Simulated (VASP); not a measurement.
# Si7Ge (P-42m) in VASP: a series of runs

Runs on Si7Ge. Level: PBEsol. Tasks: single point.

Program: VASP 6.6.1. These are calculated values, not measurements. Logs are shortened: lines on timing, memory, paths and dates and some standing lists are left out, and cuts for length are marked.

### Step 1. The cell of the first run

It takes space group P-42m (No. 111, tetragonal). The conventional cell has a = 4.948 Å, b = 4.948 Å, c = 5.582 Å, α = 90.00°, β = 90.00°, γ = 90.00°. Within 2.9 Å of Si (site symmetry m) lie 3 Si at 2.23 Å and 1 Ge at 2.26 Å. Si (site symmetry 222) has 4 Si at 2.23 Å within 2.9 Å. Si (site symmetry -42m) has 4 Si at 2.23 Å within 3.0 Å. Within 3.0 Å of Ge (site symmetry -42m) lie 4 Si at 2.26 Å.

### Step 2. Single point, PBEsol (volume 17.081 Å^3 an atom, c/a of the conventional cell 1.1282)

Contents of INCAR:

```
PREC     = Accurate       # precision mode
ENCUT    = 520            # plane-wave cutoff, eV
EDIFF    = 1E-7           # SCF threshold, eV
ISMEAR   = 0              # smearing method
SIGMA    = 0.03           # smearing width, eV
LREAL    = F              # projectors in reciprocal space
LASPH    = T              # aspherical terms in the spheres
NELM     = 60             # most SCF steps
ALGO     = Normal         # electronic algorithm
ISIF     = 2              # what is computed and relaxed
LWAVE    = F              # write WAVECAR
LCHARG   = T              # write CHGCAR
GGA      = PS             # functional
LELF     = T              # ELF
LVHAR    = T            
NBANDS   = 31             # bands
```

Contents of KPOINTS:

```
Automatic mesh
0
Gamma
  8 8 8
```

Contents of POSCAR:

```
Si7Ge
1.0
    4.9477269941      0.0000000000      0.0000000000
    0.0000000000      4.9477269941      0.0000000000
    0.0000000000      0.0000000000      5.5820255947
Si Ge
7 1
Direct
    0.2525986838      0.2525986838      0.2525986838
    0.0000000000      0.5000000000      0.5000000000
    0.5000000000      0.5000000000      0.0000000000
    0.5000000000      0.0000000000      0.5000000000
    0.7474013162      0.2525986838      0.7474013162
    0.7474013162      0.7474013162      0.2525986838
    0.2525986838      0.7474013162      0.7474013162
    0.0000000000      0.0000000000      0.0000000000
```

Potentials or basis: VASP PAW PBE potentials, release 64 (Si, Ge_d).

Launch:

```
$ cat potpaw_PBE.64/Si/POTCAR potpaw_PBE.64/Ge_d/POTCAR > POTCAR
$ mpirun -np 1 vasp_std > vasp.out
```

OUTCAR:

```text
PREC = Accurate
   ENCUT = 520
   EDIFF = 1E-7
   ISMEAR = 0
   LREAL = F
   LASPH = T
   NELM = 60
   ISIF = 2
   GGA = PS

 ion  position               nearest neighbor table
   1  0.253  0.253  0.253-   2 2.23   4 2.23   3 2.23   8 2.26
   2  0.000  0.500  0.500-   1 2.23   5 2.23   6 2.23   7 2.23
   3  0.500  0.500  0.000-   1 2.23   5 2.23   6 2.23   7 2.23
   4  0.500  0.000  0.500-   1 2.23   5 2.23   6 2.23   7 2.23
   5  0.747  0.253  0.747-   2 2.23   4 2.23   3 2.23   8 2.26
   6  0.747  0.747  0.253-   2 2.23   4 2.23   3 2.23   8 2.26
   7  0.253  0.747  0.747-   2 2.23   4 2.23   3 2.23   8 2.26
   8  0.000  0.000  0.000-   1 2.26   5 2.26   6 2.26   7 2.26

  LATTYP: Found a simple tetragonal cell.
 ALAT       =     4.9477269941
 C/A-ratio  =     1.1282000000

  Lattice vectors:

 A1 = (   4.9477269941,   0.0000000000,   0.0000000000)
 A2 = (   0.0000000000,   4.9477269941,   0.0000000000)
 A3 = (   0.0000000000,   0.0000000000,   5.5820255947)

Analysis of symmetry for initial positions (statically):
=====================================================================
 Subroutine PRICEL returns:
 Original cell was already a primitive cell.

 Routine SETGRP: Setting up the symmetry group for a
 simple tetragonal supercell.

 Subroutine GETGRP returns: Found  8 space group operations
 (whereof  8 operations were pure point group operations)
 out of a pool of 16 trial point group operations.

The static configuration has the point symmetry D_2d.

Analysis of symmetry for dynamics (positions and initial velocities):
=====================================================================
 Subroutine PRICEL returns:
 Original cell was already a primitive cell.

 Routine SETGRP: Setting up the symmetry group for a
 simple tetragonal supercell.

 Subroutine GETGRP returns: Found  8 space group operations
 (whereof  8 operations were pure point group operations)
 out of a pool of 16 trial point group operations.

The dynamic configuration has the point symmetry D_2d.

 Subroutine INISYM returns: Found  8 space group operations
 (whereof  8 operations are pure point group operations),
 and found     1 'primitive' translations

----------------------------------------------------------------------------------------

                                     Primitive cell

  volume of cell :     136.6480

  direct lattice vectors                    reciprocal lattice vectors
     4.947726994  0.000000000  0.000000000     0.202113011  0.000000000  0.000000000
     0.000000000  4.947726994  0.000000000     0.000000000  0.202113011  0.000000000
     0.000000000  0.000000000  5.582025595     0.000000000  0.000000000  0.179146438

  length of vectors
     4.947726994  4.947726994  5.582025595     0.202113011  0.202113011  0.179146438

  position of ions in fractional coordinates (direct lattice)
     0.252598684  0.252598684  0.252598684
     0.000000000  0.500000000  0.500000000
     0.500000000  0.500000000  0.000000000
     0.500000000  0.000000000  0.500000000
     0.747401316  0.252598684  0.747401316
     0.747401316  0.747401316  0.252598684
     0.252598684  0.747401316  0.747401316
     0.000000000  0.000000000  0.000000000

  ion indices of the primitive-cell ions
   primitive index   ion index
                 1           1
                 2           2
                 3           3
                 4           4
                 5           5
                 6           6
                 7           7
                 8           8

----------------------------------------------------------------------------------------

 KPOINTS: Automatic mesh

Automatic generation of k-mesh.
 Grid dimensions read from file:
 generate k-points for:    8    8    8

 Generating k-lattice:

  Cartesian coordinates                     Fractional coordinates (reciprocal lattice)
     0.025264126  0.000000000  0.000000000     0.125000000  0.000000000  0.000000000
     0.000000000  0.025264126  0.000000000     0.000000000  0.125000000  0.000000000
     0.000000000  0.000000000  0.022393305     0.000000000  0.000000000  0.125000000

  Length of vectors
     0.025264126  0.025264126  0.022393305

  Shift w.r.t. Gamma in fractional coordinates (k-lattice)
     0.000000000  0.000000000  0.000000000

 Subroutine IBZKPT returns following result:
 ===========================================

 Found     75 irreducible k-points:

 Following reciprocal coordinates:
            Coordinates               Weight
  0.000000  0.000000  0.000000      1.000000
  0.125000  0.000000  0.000000      4.000000
  0.250000  0.000000  0.000000      4.000000
  0.375000  0.000000  0.000000      4.000000
  0.500000  0.000000  0.000000      2.000000
  0.125000  0.125000  0.000000      4.000000
[... 16 lines left out ...]
  0.375000  0.125000  0.125000     16.000000
  0.500000  0.125000  0.125000      8.000000
 [... further k-points ...]
   k-points           NKPTS =     75   k-points in BZ     NKDIM =     75   number of bands    NBANDS=     31
   number of dos      NEDOS =    301   number of ions     NIONS =      8
   total plane-waves  NPLWV =  67200
   dimension x,y,z NGX =    40 NGY =   40 NGZ =   42
   dimension x,y,z NGXF=    80 NGYF=   80 NGZF=   84
   ions per type =               7   1
   NGX,Y,Z   is equivalent  to a cutoff of  13.44, 13.44, 12.51 a.u.
   NGXF,Y,Z  is equivalent  to a cutoff of  26.88, 26.88, 25.02 a.u.
 SYSTEM =  unknown system
   PREC   = accura    normal or accurate (medium, high low for compatibility)
   ISTART =      0    job   : 0-new  1-cont  2-samecut
   ICHARG =      2    charge: 1-file 2-atom 10-const
   ISPIN  =      1    spin polarized calculation?
   LNONCOLLINEAR =      F non collinear calculations
   LSORBIT =      F    spin-orbit coupling
   LASPH  =      T    aspherical Exc in radial PAW
   ENCUT  =  520.0 eV  38.22 Ry    6.18 a.u.   9.20  9.20 10.38*2*pi/ulx,y,z
   NELM   =     60;   NELMIN=  2; NELMDL= -5     # of ELM steps
   EDIFF  = 0.1E-06   stopping-criterion for ELM
   LREAL  =      F    real-space projection
   EDIFFG = 0.1E-05   stopping-criterion for IOM
   NSW    =      0    number of steps for IOM
   IBRION =     -1    ionic relax: 0-MD 1-quasi-New 2-CG
   NFREE  =      0    steps in history (QN), initial steepest desc. (CG)
   ISIF   =      2    stress and relaxation
   ISYM   =      2    0-nonsym 1-usesym 2-fastsym
   POTIM  = 0.5000    time-step for ionic-motion
   TEBEG  =    0.0;   TEEND  =   0.0 temperature during run
   PSTRESS=    0.0 pullay stress
   NELECT =      42.0000    total number of electrons
   NUPDOWN=      -1.0000    fix difference up-down
   EMIN   =  10.00;   EMAX   =-10.00  energy-range for DOS
   EFERMI =   0.00;   METHOD = LEGACY
   ISMEAR =     0;   SIGMA  =   0.03  broadening in eV -4-tet -1-fermi 0-gaus
   EFERMI_NEDOS =   21; number of points for ismear=-14 and -15
   IALGO  =     38    algorithm
   IMIX   =      4    mixing-type and parameters
     AMIX     =   0.40;   BMIX     =  1.00
     AMIX_MAG =   1.60;   BMIX_MAG =  1.00
  volume/ion in A,a.u.               =      17.08       115.27
  Fermi-wavevector in a.u.,A,eV,Ry     =   1.104817  2.087801 16.607538  1.220620
  Thomas-Fermi vector in A             =   2.241295
   LORBIT       =      0    0 simple, 1 ext, 2 COOP (PROOUT), +10 PAW based schemes
   GGA     = PS    functional components
   LHFCALC =     F    Hartree Fock is set to
   AEXX    =    0.0000 exact exchange contribution
   IVDW    =     0    specifies the selected vdW correction
   LEPSILON=     F    determine dielectric tensor
   LRPA    =     F    only Hartree local field effects (RPA)
 non-spin polarized calculation
 Gauss-broadening in eV      SIGMA  =   0.03
  energy-cutoff  :      520.00
  volume of cell :      136.65
 maximum number of plane-waves:      3702
 NGX is ok and might be reduce to    40
   NGX = 19   NGY = 19   NGZ = 21

 number of electron      41.9999993 magnetization

 Free energy of the ion-electron system (eV)
  ---------------------------------------------------
  ext. energy  EPLUGINS =         0.00000000
  ---------------------------------------------------
  free energy    TOTEN  =       -43.12221775 eV

  energy without entropy =      -43.12151240  energy(sigma->0) =      -43.12186507

 E-fermi :   7.6123     XC(G=0): -10.3644

 val. band max:        7.5962258624   @ k =   0.0000   0.0000   0.1250
 cond. band min:       7.6193155292   @ k =   0.1250   0.1250   0.1250
 fundamental gap:      0.0230896668
 Fermi energy:         7.6122648614

 k-point     1 :       0.0000    0.0000    0.0000
  band No.  band energies     occupation
      1     -16.7577      2.00000
      2     -16.7577      2.00000
      3     -16.7511      2.00000
      4     -16.7152      2.00000
      5     -16.7114      2.00000
      6      -5.8527      2.00000
[... 23 lines left out ...]
     30      10.4914      0.00000
     31      12.1370      0.00000

 k-point     2 :       0.1250    0.0000    0.0000
  band No.  band energies     occupation
      1     -16.7577      2.00000
      2     -16.7577      2.00000
      3     -16.7511      2.00000
      4     -16.7152      2.00000
      5     -16.7114      2.00000
      6      -5.7682      2.00000
[... 23 lines left out ...]
     30      11.0480      0.00000
     31      12.3902      0.00000

 k-point     3 :       0.2500    0.0000    0.0000
  band No.  band energies     occupation
      1     -16.7578      2.00000
      2     -16.7577      2.00000
      3     -16.7512      2.00000
      4     -16.7150      2.00000
      5     -16.7113      2.00000
      6      -5.5158      2.00000
[... 703 lines left out ...]
     30      12.6780      0.00000
     31      12.8727      0.00000

 k-point    24 :       0.5000    0.1250    0.1250
  band No.  band energies     occupation
      1     -16.7580      2.00000
      2     -16.7577      2.00000
      3     -16.7514      2.00000
      4     -16.7147      2.00000
      5     -16.7111      2.00000
      6      -4.4951      2.00000
[... 23 lines left out ...]
     30      12.4262      0.00000
     31      12.4986      0.00000

 [... further k-points ...]

------------------------ aborting loop because EDIFF is reached ----------------------------------------

  FORCE on cell =-STRESS in cart. coord.  units (eV):
  Direction    XX          YY          ZZ          XY          YZ          ZX
  --------------------------------------------------------------------------------------
  -------------------------------------------------------------------------------------
  Total       21.9959590     21.9959590     11.6915402      0.0000000      0.0000000      0.0000000
  in kB      257.8993238    257.8993238    137.0815575      0.0000000      0.0000000      0.0000000
  external PRESSURE =     217.6267351 kB  Pullay stress =       0.0000000 kB

 VOLUME and BASIS-vectors are now :
 -----------------------------------------------------------------------------
  energy-cutoff  :      520.00
  volume of cell :      136.65
      direct lattice vectors                 reciprocal lattice vectors
     4.947726994  0.000000000  0.000000000     0.202113011  0.000000000  0.000000000
     0.000000000  4.947726994  0.000000000     0.000000000  0.202113011  0.000000000
     0.000000000  0.000000000  5.582025595     0.000000000  0.000000000  0.179146438

 POSITION                                       TOTAL-FORCE (eV/Angst)
 -----------------------------------------------------------------------------------
      1.24979      1.24979      1.41001         0.048622      0.048622     -0.014945
      0.00000      2.47386      2.79101         0.000000     -0.000000     -0.000000
      2.47386      2.47386      0.00000         0.000000     -0.000000     -0.000000
      2.47386      0.00000      2.79101         0.000000     -0.000000     -0.000000
      3.69794      1.24979      4.17201        -0.048622      0.048622      0.014945
      3.69794      3.69794      1.41001        -0.048622     -0.048622     -0.014945
      1.24979      3.69794      4.17201         0.048622     -0.048622      0.014945
      0.00000      0.00000      0.00000         0.000000     -0.000000     -0.000000
 -----------------------------------------------------------------------------------
    total drift:                               -0.000000     -0.000000      0.000000

  FREE ENERGIE OF THE ION-ELECTRON SYSTEM (eV)
  ---------------------------------------------------
  free  energy   TOTEN  =       -43.1222177454 eV

  energy  without entropy=      -43.1215123960  energy(sigma->0) =      -43.12186507
```

Run time: 6.8 min. Hardware: 1 thread of AMD EPYC 7R13, shared host; peak memory 0.38 GiB.

What came out:

```yaml
Free_energy: -43.1222 eV
Pressure: 21.8 GPa
Largest_force: 0.070 eV/Å
Band_gap_on_the_k_mesh: zero (band 21 reaches 7.83 eV, above the bottom of band 22 at 7.41 eV)
```

Forces on the atoms (eV/Å):
```
Si   0.049  0.049 -0.015
Si   0.000  0.000  0.000
Si   0.000  0.000  0.000
Si   0.000  0.000  0.000
Si  -0.049  0.049  0.015
Si  -0.049 -0.049 -0.015
Si   0.049 -0.049  0.015
Ge   0.000  0.000  0.000
```

Levels at points of the mesh, in eV from the Fermi level:
```csv
k point,band 18,band 19,band 20,band 21,band 22,band 23,band 24,band 25
"(0.00, 0.00, 0.00)",-2.68,-0.75,-0.38,-0.12,-0.12,0.01,0.38,0.38
"(0.50, 0.00, 0.00)",-2.75,-2.66,-2.44,-2.36,0.42,0.60,2.94,3.02
"(0.50, 0.50, 0.00)",-0.93,-0.81,-0.72,-0.72,3.05,3.05,3.32,3.34
"(0.00, 0.00, 0.50)",-1.76,-1.76,-1.65,-1.65,1.38,1.58,2.79,2.87
"(0.50, 0.00, 0.50)",-2.17,-2.04,-2.02,-2.00,1.91,1.92,2.01,2.14
"(0.50, 0.50, 0.50)",-0.79,-0.75,-0.59,-0.59,0.89,1.04,1.24,1.24
```

Caveat: the PAW data sets were made with another functional, which shifts forces and pressure a little.

(Part 1 of 2 ends here.)
